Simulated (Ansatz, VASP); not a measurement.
Two plane-wave programs on InP

```xyz
2
Lattice="0.0000 2.9137 2.9137 2.9137 0.0000 2.9137 2.9137 2.9137 0.0000" Properties=species:S:1:pos:R:3 pbc="T T T"
In    0.0000    0.0000    0.0000
P     4.3705    4.3705    4.3705
```

Alike in both runs: functional LDA; k mesh 12 × 12 × 12; occupations fermi-dirac, width 0.1 eV; no spin polarisation.

Ansatz relaxed the structure, and its values are those at the end. VASP's run is a single point on that final structure, the one shown.

|  | VASP | Ansatz |
| --- | --- | --- |
| version | VASP 6.6.1 | Ansatz 0.2.0 |
| potentials or method | VASP PAW LDA potentials, release 64 (In_d, P) | PAW with Ansatz's default frozen-core files, scalar-relativistic |
| plane-wave cutoff (eV) | 520 | 420 |
| valence electrons in the cell | 18 | 18 |

```tsv
	VASP	Ansatz	Ansatz less VASP
pressure (GPa)	0.0	0.0	-0.02
```

LDA's correlation is that of Perdew and Zunger in VASP and of Perdew and Wang (1992) in Ansatz.
